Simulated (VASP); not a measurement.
# ZnO (P6_3mc) in VASP: further runs

ZnO is run at these levels: PBE; tasks: single point.

All numbers are computed with VASP 6.6.1; they aren't measurements. Logs are shortened: lines on timing, memory, paths and dates and some standing lists are left out, and cuts for length are marked.

### 1 The cell of the first run

The structure is hexagonal, space group P6_3mc (No. 186). The conventional cell has a = 3.430 Å, b = 3.430 Å, c = 4.669 Å, α = 90.00°, β = 90.00°, γ = 120.00°. Within 2.4 Å of Zn (site symmetry 3m) lie 4 O at 1.78 to 2.06 Å. Within 2.4 Å of O (site symmetry 3m) lie 4 Zn at 1.78 to 2.06 Å.

### 2 Single point, PBE

INCAR reads:

```
SYSTEM = ZnO
PREC = Accurate ; ENCUT = 520
EDIFF = 1E-6 ; ISMEAR = 0
SIGMA = 0.05 ; LREAL = .False.
LASPH = .True. ; NELM = 100
ALGO = Normal ; ISIF = 2
LWAVE = .False. ; LCHARG = .False.
GGA = PE ; NBANDS = 26
```

KPOINTS reads:

```
regular mesh
0
Gamma
  12 12 6
  0 0 0
```

POSCAR reads:

```
ZnO
1.0
    3.4302836265      0.0000000000      0.0000000000
   -1.7151418132      2.9707127627      0.0000000000
    0.0000000000      0.0000000000      4.6694587936
Zn O
2 2
Direct
    0.3333333333      0.6666666667      0.0000000000
    0.6666666667      0.3333333333      0.5000000000
    0.3333333333      0.6666666667      0.3821000000
    0.6666666667      0.3333333333      0.8821000000
```

Potentials or basis: VASP PAW PBE potentials, release 64 (Zn, O).

The run is started by

```
> cat potpaw_PBE.64/Zn/POTCAR potpaw_PBE.64/O/POTCAR > POTCAR
> mpirun -np 1 vasp_std > vasp.out
```

OUTCAR:

```text
SYSTEM = ZnO
   PREC = Accurate
   ENCUT = 520
   EDIFF = 1E-6
   ISMEAR = 0
   LREAL = .False.
   LASPH = .True.
   NELM = 100
   ISIF = 2
   GGA = PE

 ion  position               nearest neighbor table
   1  0.333  0.667  0.000-   3 1.78   4 2.06   4 2.06   4 2.06
   2  0.667  0.333  0.500-   4 1.78   3 2.06   3 2.06   3 2.06
   3  0.333  0.667  0.382-   1 1.78   2 2.06   2 2.06   2 2.06
   4  0.667  0.333  0.882-   2 1.78   1 2.06   1 2.06   1 2.06

  LATTYP: Found a hexagonal cell.
 ALAT       =     3.4302836265
 C/A-ratio  =     1.3612456875

  Lattice vectors:

 A1 = (   3.4302836265,   0.0000000000,   0.0000000000)
 A2 = (  -1.7151418132,   2.9707127627,   0.0000000000)
 A3 = (   0.0000000000,   0.0000000000,   4.6694587936)

Analysis of symmetry for initial positions (statically):
=====================================================================
 Subroutine PRICEL returns:
 Original cell was already a primitive cell.

 Routine SETGRP: Setting up the symmetry group for a
 hexagonal supercell.

 Subroutine GETGRP returns: Found 12 space group operations
 (whereof  6 operations were pure point group operations)
 out of a pool of 24 trial point group operations.

The static configuration has the point symmetry C_3v.
 The point group associated with its full space group is C_6v.

Analysis of symmetry for dynamics (positions and initial velocities):
=====================================================================
 Subroutine PRICEL returns:
 Original cell was already a primitive cell.

 Routine SETGRP: Setting up the symmetry group for a
 hexagonal supercell.

 Subroutine GETGRP returns: Found 12 space group operations
 (whereof  6 operations were pure point group operations)
 out of a pool of 24 trial point group operations.

The dynamic configuration has the point symmetry C_3v.
 The point group associated with its full space group is C_6v.

 Subroutine INISYM returns: Found 12 space group operations
 (whereof  6 operations are pure point group operations),
 and found     1 'primitive' translations

----------------------------------------------------------------------------------------

                                     Primitive cell

  volume of cell :      47.5836

  direct lattice vectors                    reciprocal lattice vectors
     3.430283627  0.000000000  0.000000000     0.291521084  0.168309776  0.000000000
    -1.715141813  2.970712763  0.000000000     0.000000000  0.336619552  0.000000000
     0.000000000  0.000000000  4.669458794     0.000000000  0.000000000  0.214157581

  length of vectors
     3.430283627  3.430283626  4.669458794     0.336619552  0.336619552  0.214157581

  position of ions in fractional coordinates (direct lattice)
     0.333333333  0.666666667  0.000000000
     0.666666667  0.333333333  0.500000000
     0.333333333  0.666666667  0.382100000
     0.666666667  0.333333333  0.882100000

  ion indices of the primitive-cell ions
   primitive index   ion index
                 1           1
                 2           2
                 3           3
                 4           4

----------------------------------------------------------------------------------------

 KPOINTS: regular mesh

Automatic generation of k-mesh.
 Grid dimensions read from file:
 generate k-points for:   12   12    6

 Generating k-lattice:

  Cartesian coordinates                     Fractional coordinates (reciprocal lattice)
     0.024293424  0.014025815  0.000000000     0.083333333  0.000000000  0.000000000
     0.000000000  0.028051629  0.000000000     0.000000000  0.083333333  0.000000000
     0.000000000  0.000000000  0.035692930     0.000000000  0.000000000  0.166666667

  Length of vectors
     0.028051629  0.028051629  0.035692930

  Shift w.r.t. Gamma in fractional coordinates (k-lattice)
     0.000000000  0.000000000  0.000000000

 Subroutine IBZKPT returns following result:
 ===========================================

 Found     76 irreducible k-points:

 Following reciprocal coordinates:
            Coordinates               Weight
  0.000000  0.000000  0.000000      1.000000
  0.083333  0.000000  0.000000      6.000000
  0.166667  0.000000  0.000000      6.000000
  0.250000  0.000000  0.000000      6.000000
  0.333333 -0.000000  0.000000      6.000000
  0.416667  0.000000  0.000000      6.000000
[... 16 lines left out ...]
  0.250000  0.000000  0.166667     12.000000
  0.333333 -0.000000  0.166667     12.000000
 [... further k-points ...]
   k-points           NKPTS =     76   k-points in BZ     NKDIM =     76   number of bands    NBANDS=     26
   number of dos      NEDOS =    301   number of ions     NIONS =      4
   total plane-waves  NPLWV =  28224
   dimension x,y,z NGX =    28 NGY =   28 NGZ =   36
   dimension x,y,z NGXF=    56 NGYF=   56 NGZF=   72
   ions per type =               2   2
   NGX,Y,Z   is equivalent  to a cutoff of  13.57, 13.57, 12.82 a.u.
   NGXF,Y,Z  is equivalent  to a cutoff of  27.14, 27.14, 25.63 a.u.
 SYSTEM =  ZnO
   PREC   = accura    normal or accurate (medium, high low for compatibility)
   ISTART =      0    job   : 0-new  1-cont  2-samecut
   ICHARG =      2    charge: 1-file 2-atom 10-const
   ISPIN  =      1    spin polarized calculation?
   LNONCOLLINEAR =      F non collinear calculations
   LSORBIT =      F    spin-orbit coupling
   LASPH  =      T    aspherical Exc in radial PAW
   ENCUT  =  520.0 eV  38.22 Ry    6.18 a.u.   6.38  6.38  8.68*2*pi/ulx,y,z
   NELM   =    100;   NELMIN=  2; NELMDL= -5     # of ELM steps
   EDIFF  = 0.1E-05   stopping-criterion for ELM
   LREAL  =      F    real-space projection
   EDIFFG = 0.1E-04   stopping-criterion for IOM
   NSW    =      0    number of steps for IOM
   IBRION =     -1    ionic relax: 0-MD 1-quasi-New 2-CG
   NFREE  =      0    steps in history (QN), initial steepest desc. (CG)
   ISIF   =      2    stress and relaxation
   ISYM   =      2    0-nonsym 1-usesym 2-fastsym
   POTIM  = 0.5000    time-step for ionic-motion
   TEBEG  =    0.0;   TEEND  =   0.0 temperature during run
   PSTRESS=    0.0 pullay stress
   NELECT =      36.0000    total number of electrons
   NUPDOWN=      -1.0000    fix difference up-down
   EMIN   =  10.00;   EMAX   =-10.00  energy-range for DOS
   EFERMI =   0.00;   METHOD = LEGACY
   ISMEAR =     0;   SIGMA  =   0.05  broadening in eV -4-tet -1-fermi 0-gaus
   EFERMI_NEDOS =   21; number of points for ismear=-14 and -15
   IALGO  =     38    algorithm
   IMIX   =      4    mixing-type and parameters
     AMIX     =   0.40;   BMIX     =  1.00
     AMIX_MAG =   1.60;   BMIX_MAG =  1.00
  volume/ion in A,a.u.               =      11.90        80.28
  Fermi-wavevector in a.u.,A,eV,Ry     =   1.491729  2.818959 30.276436  2.225255
  Thomas-Fermi vector in A             =   2.604347
   LORBIT       =      0    0 simple, 1 ext, 2 COOP (PROOUT), +10 PAW based schemes
   GGA     = PE    functional components
   LHFCALC =     F    Hartree Fock is set to
   AEXX    =    0.0000 exact exchange contribution
   IVDW    =     0    specifies the selected vdW correction
   LEPSILON=     F    determine dielectric tensor
   LRPA    =     F    only Hartree local field effects (RPA)
 non-spin polarized calculation
 Gauss-broadening in eV      SIGMA  =   0.05
  energy-cutoff  :      520.00
  volume of cell :       47.58
 maximum number of plane-waves:      1298
 NGX is ok and might be reduce to    28

 number of electron      35.9999981 magnetization

 Free energy of the ion-electron system (eV)
  ---------------------------------------------------
  ext. energy  EPLUGINS =         0.00000000
  ---------------------------------------------------
  free energy    TOTEN  =       -17.12931794 eV

  energy without entropy =      -17.12931794  energy(sigma->0) =      -17.12931794

 E-fermi :   1.4742     XC(G=0): -10.8908

 val. band max:        1.2032347614   @ k =   0.0000   0.0000   0.0000
 cond. band min:       2.0020107433   @ k =   0.0000   0.0000   0.0000
 fundamental gap:      0.7987759819
 Fermi energy:         1.4741634972

 k-point     1 :       0.0000    0.0000    0.0000
  band No.  band energies     occupation
      1     -16.9768      2.00000
      2     -16.0017      2.00000
      3      -4.4917      2.00000
      4      -4.4651      2.00000
      5      -4.4651      2.00000
      6      -4.1944      2.00000
[... 18 lines left out ...]
     25      14.3670      0.00000
     26      16.3688      0.00000

 k-point     2 :       0.0833    0.0000    0.0000
  band No.  band energies     occupation
      1     -16.9446      2.00000
      2     -15.9981      2.00000
      3      -4.5617      2.00000
      4      -4.4497      2.00000
      5      -4.4080      2.00000
      6      -4.2406      2.00000
[... 18 lines left out ...]
     25      14.4717      0.00000
     26      16.7201      0.00000

 k-point     3 :       0.1667    0.0000    0.0000
  band No.  band energies     occupation
      1     -16.8530      2.00000
      2     -15.9901      2.00000
      3      -4.6559      2.00000
      4      -4.4109      2.00000
      5      -4.3455      2.00000
      6      -4.2946      2.00000
[... 18 lines left out ...]
     25      14.6936      0.00000
     26      15.9732      0.00000

 k-point     4 :       0.2500    0.0000    0.0000
  band No.  band energies     occupation
      1     -16.7175      2.00000
      2     -15.9873      2.00000
      3      -4.7403      2.00000
      4      -4.3667      2.00000
      5      -4.3450      2.00000
      6      -4.2718      2.00000
[... 18 lines left out ...]
     25      14.7777      0.00000
     26      14.9666      0.00000
[... 496 lines left out ...]
      1     -16.7929      2.00000
      2     -16.0440      2.00000
      3      -4.7233      2.00000
      4      -4.4978      2.00000
      5      -4.4118      2.00000
      6      -4.3804      2.00000
[... 18 lines left out ...]
     25      14.3368      0.00000
     26      15.8311      0.00000

 k-point    23 :       0.2500    0.0000    0.1667
  band No.  band energies     occupation
      1     -16.6644      2.00000
      2     -16.0303      2.00000
      3      -4.8089      2.00000
      4      -4.5276      2.00000
      5      -4.3609      2.00000
      6      -4.3214      2.00000
[... 18 lines left out ...]
     25      14.4636      0.00000
     26      14.9577      0.00000

 k-point    24 :       0.3333   -0.0000    0.1667
  band No.  band energies     occupation
      1     -16.5196      2.00000
      2     -16.0305      2.00000
      3      -4.8577      2.00000
      4      -4.5618      2.00000
      5      -4.3198      2.00000
      6      -4.2564      2.00000
[... 18 lines left out ...]
     25      14.2561      0.00000
     26      14.4465      0.00000

 [... further k-points ...]
[... 5 lines left out ...]
  --------------------------------------------------------------------------------------
  -------------------------------------------------------------------------------------
  Total       -0.9630360     -0.9630360     12.4974581     -0.0000000      0.0000000     -0.0000000
  in kB      -32.4261847    -32.4261847    420.7993225     -0.0000000      0.0000000     -0.0000000
  external PRESSURE =     118.6489844 kB  Pullay stress =       0.0000000 kB

 VOLUME and BASIS-vectors are now :
 -----------------------------------------------------------------------------
  energy-cutoff  :      520.00
  volume of cell :       47.58
      direct lattice vectors                 reciprocal lattice vectors
     3.430283627  0.000000000  0.000000000     0.291521084  0.168309776  0.000000000
    -1.715141813  2.970712763  0.000000000     0.000000000  0.336619552  0.000000000
     0.000000000  0.000000000  4.669458794     0.000000000  0.000000000  0.214157581

 POSITION                                       TOTAL-FORCE (eV/Angst)
 -----------------------------------------------------------------------------------
     -0.00000      1.98048      0.00000        -0.000000      0.000000     -2.655816
      1.71514      0.99024      2.33473         0.000000     -0.000000     -2.655816
     -0.00000      1.98048      1.78420        -0.000000      0.000000      2.655816
      1.71514      0.99024      4.11893        -0.000000      0.000000      2.655816
 -----------------------------------------------------------------------------------
    total drift:                                0.000000      0.000000     -0.001437

  FREE ENERGIE OF THE ION-ELECTRON SYSTEM (eV)
  ---------------------------------------------------
  free  energy   TOTEN  =       -17.1293179412 eV

  energy  without entropy=      -17.1293179412  energy(sigma->0) =      -17.12931794
```

Run time: 3.7 min. Hardware: 1 thread of AMD EPYC 7R43 (Zen 3), shared host; peak memory 0.18 GiB.

Results:

```yaml
Free_energy: -17.1293 eV
Pressure: 11.9 GPa
Largest_force: 2.656 eV/Å
Band_gap_on_the_k_mesh: 0.80 eV, direct
```

Forces on the atoms (eV/Å):
```
Zn   0.000  0.000 -2.656
Zn   0.000  0.000 -2.656
O    0.000  0.000  2.656
O    0.000  0.000  2.656
```

Levels at points of the mesh, in eV from the valence-band top:
```tsv
k point	band 14	band 15	band 16	band 17	band 18	band 19	band 20	band 21	band 22	band 23
(0.00, 0.00, 0.00)	-1.34	-1.34	-0.12	-0.12	0.00	0.80	4.76	9.85	11.53	11.53
(0.50, 0.00, 0.00)	-3.21	-2.81	-2.72	-1.17	-0.69	5.48	6.49	7.55	8.75	12.13
(0.00, 0.00, 0.50)	-1.89	-0.69	-0.69	-0.69	-0.69	3.71	3.71	11.57	11.57	11.74
(0.50, 0.00, 0.50)	-3.54	-1.61	-1.61	-0.79	-0.79	5.86	5.86	8.07	8.07	12.18
```

Caveat: forces of over 1 eV/Å act on the atoms, so gaps and moduli don't describe the material at rest.

### 3 Single point, PBE

This run uses another cell than the first one, of the same volume but with other edges.

INCAR reads:

```
PREC = Accurate
ENCUT = 520
EDIFF = 1E-6
ISMEAR = 0
SIGMA = 0.05
LREAL = F
LASPH = T
NELM = 100
ALGO = Normal
ISIF = 2
LWAVE = F
LCHARG = F
GGA = PE
NBANDS = 26
```

KPOINTS reads:

```
Automatic mesh
0
Gamma
  12 12 6
```

POSCAR reads:

```
ZnO
1.0
    3.0578012714      0.0000000000      0.0000000000
   -1.5289006357      2.6481335808      0.0000000000
    0.0000000000      0.0000000000      5.8763559445
Zn O
2 2
Direct
    0.3333333333      0.6666666667      0.0000000000
    0.6666666667      0.3333333333      0.5000000000
    0.3333333333      0.6666666667      0.3821000000
    0.6666666667      0.3333333333      0.8821000000
```

Potentials or basis: VASP PAW PBE potentials, release 64 (Zn, O).

The run is started by

```
> cat potpaw_PBE.64/Zn/POTCAR potpaw_PBE.64/O/POTCAR > POTCAR
> mpirun -np 1 vasp_std > vasp.out
```

Wall time 2.5 min (1 thread of AMD EPYC 7R43 (Zen 3), shared host); peak memory 0.18 GiB.

It converged, with:

- Free energy: -17.1559 eV
- Pressure: 12.7 GPa
- Largest force: 1.012 eV/Å
- Band gap on the k mesh: 0.34 eV, direct

Forces on the atoms (eV/Å):
```
Zn   0.000  0.000  1.012
Zn   0.000  0.000  1.012
O    0.000  0.000 -1.012
O    0.000  0.000 -1.012
```

Stress tensor (GPa, compression positive):
```
 24.32   0.00   0.00
  0.00  24.32   0.00
  0.00   0.00 -10.57
```

Levels at points of the mesh, in eV from the valence-band top:
| k point | band 14 | band 15 | band 16 | band 17 | band 18 | band 19 | band 20 | band 21 | band 22 | band 23 |
| --- | --- | --- | --- | --- | --- | --- | --- | --- | --- | --- |
| (0.00, 0.00, 0.00) | -0.78 | -0.42 | -0.42 | 0.00 | 0.00 | 0.34 | 5.30 | 6.76 | 11.19 | 14.43 |
| (0.50, 0.00, 0.00) | -4.10 | -2.85 | -1.88 | -1.64 | -1.10 | 5.53 | 6.44 | 6.69 | 8.31 | 9.99 |
| (0.00, 0.00, 0.50) | -2.92 | -0.21 | -0.21 | -0.21 | -0.21 | 2.94 | 2.94 | 8.88 | 8.88 | 14.71 |
| (0.50, 0.00, 0.50) | -4.23 | -1.96 | -1.96 | -1.48 | -1.48 | 5.17 | 5.17 | 8.17 | 8.17 | 11.08 |

Caveat: forces of over 1 eV/Å act on the atoms, so gaps and moduli don't describe the material at rest.
